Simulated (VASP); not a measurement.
# Zn4HO4 (a cell with a defect) in VASP: a series of runs

Zn4HO4 (a cell with a defect) is run at these levels: PBEsol; tasks: single point.

All numbers are computed with VASP 6.6.1; they aren't measurements. Logs are shortened: lines on timing, memory, paths and dates and some standing lists are left out, and cuts for length are marked.

### Step 1. The cell of the first run

The cell holds a defect, 9 atoms: a = 5.515 Å, b = 5.515 Å, c = 3.243 Å, α = 90.00°, β = 90.00°, γ = 90.00°.

### Step 2. Single point, PBEsol

Input file INCAR:

```
SYSTEM = Zn4HO4
PREC     = Accurate       ! precision mode
ENCUT    = 520            ! plane-wave cutoff, eV
EDIFF    = 1E-7           ! SCF threshold, eV
ISMEAR   = 0              ! smearing method
SIGMA    = 0.05           ! smearing width, eV
LREAL    = .FALSE.        ! projectors in reciprocal space
LASPH    = .TRUE.         ! aspherical terms in the spheres
NELM     = 100            ! most SCF steps
ALGO     = Normal         ! electronic algorithm
ISIF     = 2              ! what is computed and relaxed
LWAVE    = .FALSE.        ! write WAVECAR
LCHARG   = .FALSE.        ! write CHGCAR
GGA      = PS             ! functional
NBANDS   = 46             ! bands
```

Input file KPOINTS:

```
Automatic mesh
0
G
  4 4 8
  0 0 0
```

Input file POSCAR:

```
Zn4HO4
1.0
    5.5148137916      0.0000000000      0.0000000000
    0.0000000000      5.5148137916      0.0000000000
    0.0000000000      0.0000000000      3.2430062931
Zn O H
4 4 1
Direct
    0.1820657240      0.1820657240      0.5000000000
    0.8179342760      0.8179342760      0.5000000000
    0.6820657240      0.3179342760      0.0000000000
    0.3179342760      0.6820657240      0.0000000000
    0.8180023132      0.1819976868      0.5000000000
    0.1819976868      0.8180023132      0.5000000000
    0.6819976868      0.6819976868      0.0000000000
    0.3180023132      0.3180023132      0.0000000000
    1.0000405349      0.0819976868      0.2000000000
```

Potentials or basis: VASP PAW PBE potentials, release 64 (Zn, O, H).

Run with:

```
cat potpaw_PBE.64/Zn/POTCAR potpaw_PBE.64/O/POTCAR potpaw_PBE.64/H/POTCAR > POTCAR
mpirun -np 1 vasp_std > vasp.out
```

OUTCAR:

```text
SYSTEM = Zn4HO4
   PREC = Accurate
   ENCUT = 520
   EDIFF = 1E-7
   ISMEAR = 0
   LREAL = .FALSE.
   LASPH = .TRUE.
   NELM = 100
   ISIF = 2
   GGA = PS

 ion  position               nearest neighbor table
   1  0.182  0.182  0.500-   9 1.50   8 1.94   8 1.94   6 2.01   5 2.01   2 2.84
   2  0.818  0.818  0.500-   7 1.94   7 1.94   5 2.01   6 2.01   1 2.84
   3  0.682  0.318  0.000-   5 1.94   5 1.94   8 2.01   7 2.01   4 2.84
   4  0.318  0.682  0.000-   6 1.94   6 1.94   8 2.01   7 2.01   3 2.84
   5  0.818  0.182  0.500-   3 1.94   3 1.94   1 2.01   2 2.01
   6  0.182  0.818  0.500-   4 1.94   4 1.94   1 2.01   2 2.01
   7  0.682  0.682  0.000-   2 1.94   2 1.94   4 2.01   3 2.01
   8  0.318  0.318  0.000-   1 1.94   1 1.94   4 2.01   3 2.01
   9  0.000  0.082  0.200-   1 1.50

  LATTYP: Found a simple tetragonal cell.
 ALAT       =     5.5148137916
 C/A-ratio  =     0.5880536344

  Lattice vectors:

 A1 = (   5.5148137916,   0.0000000000,   0.0000000000)
 A2 = (   0.0000000000,   5.5148137916,   0.0000000000)
 A3 = (   0.0000000000,   0.0000000000,   3.2430062931)

Analysis of symmetry for initial positions (statically):
=====================================================================
 Subroutine PRICEL returns:
 Original cell was already a primitive cell.

 Routine SETGRP: Setting up the symmetry group for a
 simple tetragonal supercell.

 Subroutine GETGRP returns: Found  1 space group operations
 (whereof  1 operations were pure point group operations)
 out of a pool of 16 trial point group operations.

The static configuration has the point symmetry C_1 .

Analysis of symmetry for dynamics (positions and initial velocities):
=====================================================================
 Subroutine PRICEL returns:
 Original cell was already a primitive cell.

 Routine SETGRP: Setting up the symmetry group for a
 simple tetragonal supercell.

 Subroutine GETGRP returns: Found  1 space group operations
 (whereof  1 operations were pure point group operations)
 out of a pool of 16 trial point group operations.

The dynamic configuration has the point symmetry C_1 .

 Subroutine INISYM returns: Found  1 space group operations
 (whereof  1 operations are pure point group operations),
 and found     1 'primitive' translations

[... 114 lines left out ...]
   ISIF   =      2    stress and relaxation
   ISYM   =      2    0-nonsym 1-usesym 2-fastsym
   POTIM  = 0.5000    time-step for ionic-motion
   TEBEG  =    0.0;   TEEND  =   0.0 temperature during run
   PSTRESS=    0.0 pullay stress
   NELECT =      73.0000    total number of electrons
   NUPDOWN=      -1.0000    fix difference up-down
   EMIN   =  10.00;   EMAX   =-10.00  energy-range for DOS
   EFERMI =   0.00;   METHOD = LEGACY
   ISMEAR =     0;   SIGMA  =   0.05  broadening in eV -4-tet -1-fermi 0-gaus
   EFERMI_NEDOS =   21; number of points for ismear=-14 and -15
   IALGO  =     38    algorithm
   IMIX   =      4    mixing-type and parameters
     AMIX     =   0.40;   BMIX     =  1.00
     AMIX_MAG =   1.60;   BMIX_MAG =  1.00
  volume/ion in A,a.u.               =      10.96        73.95
  Fermi-wavevector in a.u.,A,eV,Ry     =   1.480855  2.798411 29.836656  2.192932
  Thomas-Fermi vector in A             =   2.594838
   LORBIT       =      0    0 simple, 1 ext, 2 COOP (PROOUT), +10 PAW based schemes
   GGA     = PS    functional components
   LHFCALC =     F    Hartree Fock is set to
   AEXX    =    0.0000 exact exchange contribution
   IVDW    =     0    specifies the selected vdW correction
   LEPSILON=     F    determine dielectric tensor
   LRPA    =     F    only Hartree local field effects (RPA)
 non-spin polarized calculation
 Gauss-broadening in eV      SIGMA  =   0.05
  energy-cutoff  :      520.00
  volume of cell :       98.63
 maximum number of plane-waves:      2684
 NGX is ok and might be reduce to    42
   NGX = 21   NGY = 21   NGZ = 13

 number of electron      73.0000002 magnetization

 Free energy of the ion-electron system (eV)
  ---------------------------------------------------
  ext. energy  EPLUGINS =         0.00000000
  ---------------------------------------------------
  free energy    TOTEN  =       -38.88091605 eV

  energy without entropy =      -38.87927240  energy(sigma->0) =      -38.88009422

 E-fermi :   3.1019     XC(G=0): -11.1176

 val. band max:        3.0885436889   @ k =  -0.2500   0.2500   0.2500
 cond. band min:       3.1153018094   @ k =   0.2500   0.5000   0.2500
 fundamental gap:      0.0267581205
 Fermi energy:         3.1018946979

 k-point     1 :       0.0000    0.0000    0.0000
  band No.  band energies     occupation
      1     -17.5427      2.00000
      2     -16.6040      2.00000
      3     -16.2494      2.00000
      4     -16.1367      2.00000
      5      -6.9399      2.00000
      6      -5.4201      2.00000
[... 1165 lines left out ...]
     45      11.3249      0.00000
     46      11.4119      0.00000

 [... further k-points ...]

------------------------ aborting loop because EDIFF is reached ----------------------------------------

  FORCE on cell =-STRESS in cart. coord.  units (eV):
  Direction    XX          YY          ZZ          XY          YZ          ZX
  --------------------------------------------------------------------------------------
  -------------------------------------------------------------------------------------
  Total        5.9324705      4.4914877      5.0773673      0.5400701     -0.0989534      0.7555246
  in kB       96.3688492     72.9610871     82.4782939      8.7730632     -1.6074294     12.2729713
  external PRESSURE =      83.9360767 kB  Pullay stress =       0.0000000 kB

 VOLUME and BASIS-vectors are now :
 -----------------------------------------------------------------------------
  energy-cutoff  :      520.00
  volume of cell :       98.63
      direct lattice vectors                 reciprocal lattice vectors
     5.514813792  0.000000000  0.000000000     0.181329785  0.000000000  0.000000000
     0.000000000  5.514813792  0.000000000     0.000000000  0.181329785  0.000000000
     0.000000000  0.000000000  3.243006293     0.000000000  0.000000000  0.308355862

 POSITION                                       TOTAL-FORCE (eV/Angst)
 -----------------------------------------------------------------------------------
      1.00406      1.00406      1.62150         1.969938      0.789093      1.706954
      4.51076      4.51076      1.62150        -0.166458     -0.655575      0.228238
      3.76147      1.75335      0.00000        -0.356351      0.415747     -0.020345
      1.75335      3.76147      0.00000        -0.010341      0.087930     -0.008358
      4.51113      1.00368      1.62150        -0.886284      0.263754      0.286462
      1.00368      4.51113      1.62150         0.266432     -0.530691      0.245642
      3.76109      3.76109      0.00000        -0.008248     -0.082440     -0.044163
      1.75372      1.75372      0.00000         0.370254      0.170050     -0.469258
      0.00022      0.45220      0.64860        -1.178944     -0.457868     -1.925171
 -----------------------------------------------------------------------------------
    total drift:                                0.000015     -0.000035     -0.000097

  FREE ENERGIE OF THE ION-ELECTRON SYSTEM (eV)
  ---------------------------------------------------
  free  energy   TOTEN  =       -38.8809160452 eV

  energy  without entropy=      -38.8792724026  energy(sigma->0) =      -38.88009422
```

OSZICAR:

```text
N       E                     dE             d eps       ncg     rms          rms(c)
DAV:   1     0.763217232239E+03    0.76322E+03   -0.35121E+04  6288   0.226E+03
DAV:   2     0.776461457040E+02   -0.68557E+03   -0.65135E+03  6320   0.533E+02
DAV:   3    -0.384593671404E+02   -0.11611E+03   -0.11353E+03  6804   0.200E+02
DAV:   4    -0.446112702567E+02   -0.61519E+01   -0.61029E+01  7294   0.484E+01
DAV:   5    -0.446726253768E+02   -0.61355E-01   -0.61335E-01  6740   0.508E+00    0.207E+01
DAV:   6    -0.385758905777E+02    0.60967E+01   -0.17562E+01 10406   0.819E+01    0.138E+01
DAV:   7    -0.389833387492E+02   -0.40745E+00   -0.66646E+00  6868   0.249E+01    0.808E+00
DAV:   8    -0.389774430880E+02    0.58957E-02   -0.16398E+00  9226   0.197E+01    0.292E+00
DAV:   9    -0.388843168328E+02    0.93126E-01   -0.28025E-01  9606   0.119E+01    0.829E-01
DAV:  10    -0.388796320490E+02    0.46848E-02   -0.12065E-01  8294   0.270E+00    0.147E-01
DAV:  11    -0.388808152603E+02   -0.11832E-02   -0.13795E-02  7220   0.130E+00    0.102E-01
DAV:  12    -0.388809495909E+02   -0.13433E-03   -0.10560E-03  6998   0.752E-01    0.857E-02
DAV:  13    -0.388809192899E+02    0.30301E-04   -0.55520E-04  9422   0.456E-01    0.303E-02
DAV:  14    -0.388809200204E+02   -0.73056E-06   -0.13689E-04  7802   0.140E-01    0.218E-02
DAV:  15    -0.388809150889E+02    0.49315E-05   -0.40855E-05  6936   0.467E-02    0.779E-03
DAV:  16    -0.388809158954E+02   -0.80645E-06   -0.50206E-06  7620   0.287E-02    0.370E-03
DAV:  17    -0.388809160377E+02   -0.14229E-06   -0.15253E-06  9028   0.237E-02    0.263E-03
DAV:  18    -0.388809160452E+02   -0.75161E-08   -0.55123E-07  6356   0.114E-02
   1 F= -.38880916E+02 E0= -.38880094E+02  d E =-.164364E-02
```

stdout:

```text
POSCAR found type information on POSCAR ZnO H
 POSCAR found :  3 types and       9 ions
 scaLAPACK will be used
 -----------------------------------------------------------------------------
|                                                                             |
|                                                                             |
|     You enforced a specific xc type in the INCAR file but a different       |
|     I HOPE YOU KNOW WHAT YOU ARE DOING!                                     |
|                                                                             |
 -----------------------------------------------------------------------------

 LDA part: xc-table for (Slater+PW92), standard interpolation
 POSCAR, INCAR and KPOINTS ok, starting setup
 FFT: planning ... GRIDC
 FFT: planning ... GRID_SOFT
 FFT: planning ... GRID
 WAVECAR not read
 entering main loop
```

Run time: 8 min. Hardware: 1 thread of Intel Xeon 8259CL, shared host; peak memory 0.36 GiB.

Results:

```
Free energy            : -38.8809 eV
Pressure               : 8.4 GPa
Largest force          : 2.723 eV/Å
Band gap on the k mesh : zero (an odd number of electrons rules out a gap without spin polarisation)
```

Forces on the atoms (eV/Å):
```
Zn   1.970  0.789  1.707
Zn  -0.166 -0.656  0.228
Zn  -0.356  0.416 -0.020
Zn  -0.010  0.088 -0.008
O   -0.886  0.264  0.286
O    0.266 -0.531  0.246
O   -0.008 -0.082 -0.044
O    0.370  0.170 -0.469
H   -1.179 -0.458 -1.925
```

Caveat: the PAW data sets were made with another functional, which shifts forces and pressure a little; an odd number of electrons without spin polarisation forces a metal; a magnetic or distorted state may lie lower.

### Step 3. Single point, PBEsol

Input file INCAR:

```
PREC = Accurate
ENCUT = 520
EDIFF = 1E-7
ISMEAR = 0
SIGMA = 0.05
LREAL = False
LASPH = True
NELM = 80
ALGO = Normal
ISIF = 2
LWAVE = False
LCHARG = True
GGA = PS
LELF = True
LVHAR = True
NBANDS = 46
```

Input file KPOINTS:

```
regular mesh
0
Gamma
  4 4 8
```

Changes to POSCAR since step 2:

```diff
@@ -16,2 +16,2 @@
     0.3180023132      0.3180023132      0.0000000000
-    1.0000405349      0.0819976868      0.2000000000
+    1.0000405349     -0.1180023132      0.2000000000
```

Potentials or basis: VASP PAW PBE potentials, release 64 (Zn, O, H).

Run with:

```
cat potpaw_PBE.64/Zn/POTCAR potpaw_PBE.64/O/POTCAR potpaw_PBE.64/H/POTCAR > POTCAR
mpirun -np 1 vasp_std > vasp.out
```

Wall time 8.9 min (1 thread of Intel Xeon 8259CL, shared host); peak memory 0.36 GiB.

The run converged. Its results:

```
Free energy            : -38.7824 eV
Pressure               : 9.2 GPa
Largest force          : 3.688 eV/Å
Band gap on the k mesh : zero (an odd number of electrons rules out a gap without spin polarisation)
```

Forces in eV/Å, atoms in the order of the input:
```
Zn   0.082  0.625  0.163
Zn  -2.722 -0.712  2.385
Zn   0.030 -0.133 -0.011
Zn   0.467 -0.519 -0.062
O   -0.147  0.390  0.192
O    0.942 -0.067  0.290
O   -0.495 -0.165 -0.538
O   -0.006  0.073  0.001
H    1.848  0.508 -2.420
```

Stress tensor (GPa, compression positive):
```
11.25  0.97 -2.15
 0.97  6.69  0.38
-2.15  0.38  9.66
```

Levels at points of the mesh, in eV from the Fermi level:
| k point | band 34 | band 35 | band 36 | band 37 | band 38 | band 39 |
| --- | --- | --- | --- | --- | --- | --- |
| (0.00, 0.00, 0.00) | -2.50 | -2.38 | -2.33 | -2.23 | 1.51 | 2.80 |
| (0.50, 0.00, 0.00) | -2.78 | -2.72 | -2.63 | -0.49 | 0.81 | 2.46 |
| (0.00, 0.50, 0.00) | -3.05 | -2.56 | -2.45 | -0.72 | 0.90 | 2.77 |
| (0.50, 0.50, 0.00) | -3.03 | -3.01 | -2.99 | -0.35 | 1.91 | 2.28 |
| (0.00, 0.00, 0.50) | -4.02 | -3.63 | -3.56 | 0.73 | 3.42 | 3.75 |
| (0.50, 0.00, 0.50) | -3.79 | -3.38 | -3.25 | 0.39 | 3.47 | 3.72 |
| (0.00, 0.50, 0.50) | -3.75 | -3.43 | -3.28 | 0.69 | 3.48 | 3.70 |
| (0.50, 0.50, 0.50) | -3.64 | -3.50 | -3.44 | 0.06 | 3.05 | 3.11 |

Caveat: the PAW data sets were made with another functional, which shifts forces and pressure a little; an odd number of electrons without spin polarisation forces a metal; a magnetic or distorted state may lie lower.

### Step 4. Single point, PBEsol

Input file INCAR:

```
PREC     = Accurate       # precision mode
ENCUT    = 520            # plane-wave cutoff, eV
EDIFF    = 1E-6           # SCF threshold, eV
ISMEAR   = 0              # smearing method
SIGMA    = 0.05           # smearing width, eV
LREAL    = F              # projectors in reciprocal space
LASPH    = T              # aspherical terms in the spheres
NELM     = 60             # most SCF steps
ALGO     = Normal         # electronic algorithm
ISIF     = 2              # what is computed and relaxed
LWAVE    = F              # write WAVECAR
LCHARG   = F              # write CHGCAR
GGA      = PS             # functional
NBANDS   = 46             # bands
```

KPOINTS is that of step 3.

Changes to POSCAR since step 3:

```diff
@@ -16,2 +16,2 @@
     0.3180023132      0.3180023132      0.0000000000
-    1.0000405349     -0.1180023132      0.2000000000
+    1.0000405349     -0.7180023132      0.2000000000
```

Potentials or basis: VASP PAW PBE potentials, release 64 (Zn, O, H).

Run with:

```
cat potpaw_PBE.64/Zn/POTCAR potpaw_PBE.64/O/POTCAR potpaw_PBE.64/H/POTCAR > POTCAR
mpirun -np 1 vasp_std > vasp.out
```

OUTCAR:

```text
PREC = Accurate
   ENCUT = 520
   EDIFF = 1E-6
   ISMEAR = 0
   LREAL = F
   LASPH = T
   NELM = 60
   ISIF = 2
   GGA = PS

 ion  position               nearest neighbor table
   1  0.182  0.182  0.500-   9 1.50   8 1.94   8 1.94   6 2.01   5 2.01   2 2.84
   2  0.818  0.818  0.500-   7 1.94   7 1.94   5 2.01   6 2.01   1 2.84
   3  0.682  0.318  0.000-   9 1.88   5 1.94   5 1.94   7 2.01   8 2.01   4 2.84
   4  0.318  0.682  0.000-   6 1.94   6 1.94   8 2.01   7 2.01   3 2.84
   5  0.818  0.182  0.500-   3 1.94   3 1.94   1 2.01   2 2.01
   6  0.182  0.818  0.500-   4 1.94   4 1.94   1 2.01   2 2.01
   7  0.682  0.682  0.000-   2 1.94   2 1.94   4 2.01   3 2.01
   8  0.318  0.318  0.000-   1 1.94   1 1.94   4 2.01   3 2.01
[... 1394 lines left out ...]
  external PRESSURE =      86.7512348 kB  Pullay stress =       0.0000000 kB

 VOLUME and BASIS-vectors are now :
 -----------------------------------------------------------------------------
  energy-cutoff  :      520.00
  volume of cell :       98.63
      direct lattice vectors                 reciprocal lattice vectors
     5.514813792  0.000000000  0.000000000     0.181329785  0.000000000  0.000000000
     0.000000000  5.514813792  0.000000000     0.000000000  0.181329785  0.000000000
     0.000000000  0.000000000  3.243006293     0.000000000  0.000000000  0.308355862

 POSITION                                       TOTAL-FORCE (eV/Angst)
 -----------------------------------------------------------------------------------
      1.00406      1.00406      1.62150         1.925310     -0.991177      1.745880
      4.51076      4.51076      1.62150         0.009104     -0.374664     -0.008555
      3.76147      1.75335      0.00000        -0.619792      0.565759     -0.293007
      1.75335      3.76147      0.00000         0.007051      0.164458     -0.001240
      4.51113      1.00368      1.62150        -0.832659     -0.424769      0.518730
      1.00368      4.51113      1.62150         0.026541      0.163787      0.048589
      3.76109      3.76109      0.00000        -0.105256      0.006582      0.019918
      1.75372      1.75372      0.00000         0.915206      0.018110     -0.536021
      0.00022      1.55516      0.64860        -1.325504      0.871915     -1.494295
 -----------------------------------------------------------------------------------
    total drift:                                0.000132      0.000019      0.000033

  FREE ENERGIE OF THE ION-ELECTRON SYSTEM (eV)
  ---------------------------------------------------
  free  energy   TOTEN  =       -38.9724877802 eV

  energy  without entropy=      -38.9710406828  energy(sigma->0) =      -38.97176423
```

stdout:

```text
POSCAR found type information on POSCAR ZnO H
 POSCAR found :  3 types and       9 ions
 scaLAPACK will be used
 -----------------------------------------------------------------------------
|                                                                             |
|                                                                             |
|     You enforced a specific xc type in the INCAR file but a different       |
|     I HOPE YOU KNOW WHAT YOU ARE DOING!                                     |
|                                                                             |
 -----------------------------------------------------------------------------

 LDA part: xc-table for (Slater+PW92), standard interpolation
 POSCAR, INCAR and KPOINTS ok, starting setup
 FFT: planning ... GRIDC
 FFT: planning ... GRID_SOFT
 FFT: planning ... GRID
 WAVECAR not read
 entering main loop
```

It took 7.1 min on 1 thread of Intel Xeon 8259CL, shared host; peak memory 0.36 GiB.

Results:

| Property | Result |
| --- | --- |
| Free energy | -38.9725 eV |
| Pressure | 8.7 GPa |
| Largest force | 2.782 eV/Å |
| Band gap on the k mesh | zero (an odd number of electrons rules out a gap without spin polarisation) |

Forces on the atoms (eV/Å):
```
Zn   1.925 -0.991  1.746
Zn   0.009 -0.375 -0.009
Zn  -0.620  0.566 -0.293
Zn   0.007  0.164 -0.001
O   -0.833 -0.425  0.519
O    0.027  0.164  0.049
O   -0.105  0.007  0.020
O    0.915  0.018 -0.536
H   -1.326  0.872 -1.494
```

Stress tensor (GPa, compression positive):
```
10.93 -1.30  1.64
-1.30  4.98 -2.42
 1.64 -2.42 10.12
```

Caveat: the PAW data sets were made with another functional, which shifts forces and pressure a little; an odd number of electrons without spin polarisation forces a metal; a magnetic or distorted state may lie lower.

### Step 5. Summary

```tsv
cell	gap on the mesh (eV)	pressure (GPa)	largest force (eV/Å)
as given, atomic positions A	none	8.4	2.72
as given, atomic positions B	none	9.2	3.69
as given, atomic positions C	none	8.7	2.78
```

Alike in all rows: task single point; level PBEsol; potentials or basis VASP PAW PBE potentials, release 64 (Zn, O, H); no spin polarisation; k mesh 4 × 4 × 8; cutoff (eV) 520; smearing gaussian 0.05 eV.

Caveats: the PAW data sets were made with another functional, which shifts forces and pressure a little; an odd number of electrons without spin polarisation forces a metal; a magnetic or distorted state may lie lower.

Total energies depend on the potentials used, so only differences within one code and one set of settings carry meaning.

The gap in the log of VASP goes by the Fermi energy; the results here count the filled bands.